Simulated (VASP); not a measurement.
In, 1 atom in the cell. Symmetry: Fm-3m, No. 225, cubic system. The conventional cell has a = 4.711 Å, b = 4.711 Å, c = 4.711 Å, α = 90.00°, β = 90.00°, γ = 90.00°. Within 4.4 Å of In (site symmetry m-3m) lie 12 In at 3.33 Å. 

```yaml
Program: VASP 6.6.1
Task: relaxation of cell and atoms
Functional: PBEsol
Potentials_or_basis: VASP PAW PBE potentials, release 64 (In_d)
Cutoff: 600 eV
k_mesh: 12 × 12 × 12
Occupations: fermi-dirac, width 0.1 eV
Spin: no spin polarisation
Dipole_correction: no
Further_INCAR_settings: ALGO = Normal; EDIFF = 1e-06; IBRION = 2; EDIFFG = -0.01; NSW = 80; ISIF = 3
```

Potentials or basis: VASP PAW PBE potentials, release 64 (In_d).

Run with:

```console
$ cat potpaw_PBE.64/In_d/POTCAR > POTCAR
$ mpirun -np 1 vasp_std > vasp.out
```

Hardware: 1 thread of Intel(R) Xeon(R) 6975P-C (Granite Rapids), on a shared host.

Q: How long does it take, and how much memory?

A: Run time: 16 s on 1 thread of Intel(R) Xeon(R) 6975P-C (Granite Rapids), with other jobs on the host, peak memory 0.17 GiB. Counts: scf iterations 17, k points 72, ion steps 2.
